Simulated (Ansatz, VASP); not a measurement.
**One calculation of TaSBr, two programs**

File INCAR:

```
PREC     = Accurate       # precision mode
ENCUT    = 500            # plane-wave cutoff, eV
EDIFF    = 1E-7           # SCF threshold, eV
ISMEAR   = 0              # smearing method
SIGMA    = 0.1            # smearing width, eV
LREAL    = False          # projectors in reciprocal space
LASPH    = True           # aspherical terms in the spheres
NELM     = 200            # most SCF steps
ALGO     = Normal         # electronic algorithm
ISIF     = 3              # what is computed and relaxed
LWAVE    = False          # write WAVECAR
LCHARG   = False          # write CHGCAR
ISPIN    = 2              # spin polarisation
MAGMOM   = 1 0 0          # initial moments
LORBIT   = 11             # projections on sites
LMAXMIX  = 4              # l up to which the mixer works
GGA      = PE             # functional
IBRION   = 2              # ionic algorithm
NSW      = 90             # ionic steps
EDIFFG   = -0.04          # ionic threshold
GGA_COMPAT= False        
NELMIN   = 4
```

The input KPOINTS:

```
Automatic mesh
0
Gamma
  6 6 2
```

Contents of POSCAR:

```
TaSBr
1.0
    3.2180952000      0.0000000000      0.0000000000
    0.0000000000      3.2180952000      0.0000000000
    0.0000000000      0.0000000000      8.4733181000
Ta S Br
1 1 1
Direct
    0.0000000000      0.0000000000      0.5000000000
    0.5000000000      0.5000000000      0.5000000000
    0.5000000000      0.5000000000      0.0000000000
```

Input for Ansatz:

```yaml
crystal:
  lattice:
    - [3.2180952, 0.0, 0.0]
    - [0.0, 3.2180952, 0.0]
    - [0.0, 0.0, 8.4733181]
  atoms:
    - { symbol: Ta, position: [0.0, 0.0, 0.5], spin: 1.0 }
    - { symbol: S, position: [0.5, 0.5, 0.5] }
    - { symbol: Br, position: [0.5, 0.5, 0.0] }
basis:
  ecutwfc: 420
kpoints:
  mp_grid: { grid: [6, 6, 2] }
hamiltonian:
  xc: pbe
scf:
  occupations: { method: gaussian, width: 0.1 }
  lower_state_search: "off"
output:
  forces: true
  stress: true
  eigenvalues: true
  populations: true
magnetization:
  spin_polarized: true
relax:
  adjacent_minimum: "off"
  f_tol: 0.04
  max_steps: 70
  cell: { stress_tol: 0.4 }
```

Alike in both runs: task relaxation of cell and atoms; functional PBE; k mesh 6 × 6 × 2; occupations gaussian, width 0.1 eV; collinear spin.

```csv
,VASP,Ansatz
version,VASP 6.6.1,Ansatz 0.2.0
potentials or method,"VASP PAW PBE potentials, release 64 (Ta_pv, S, Br), cutoff 500 eV","scalar-relativistic, plane waves, PAW"
valence electrons in the cell,24,26
```

```csv
,VASP,Ansatz,Ansatz less VASP
"gap on the k mesh at the Fermi level, each at its own relaxed structure (eV)",none,none,-
net moment per atom (μB),0.50,0.48,-0.016
size of the moment on the site where the two differ most (μB),0.91,0.64,-0.270
relaxed volume (Å³/atom),26.93,26.52,-0.413
relaxed length of the cell vector where the two differ most in proportion (Å),6.997,6.879,-0.1177
```

Site moments also hang on the region over which each program counts them. A gap of «none» marks a metal or a gap that the smearing closes. VASP's potentials hold 24 valence electrons a cell and Ansatz's 26, so a difference there can come from the potentials and not from the codes.

The k mesh is coarse, so the values compare programs but aren't converged. Neither program's run includes spin-orbit coupling.
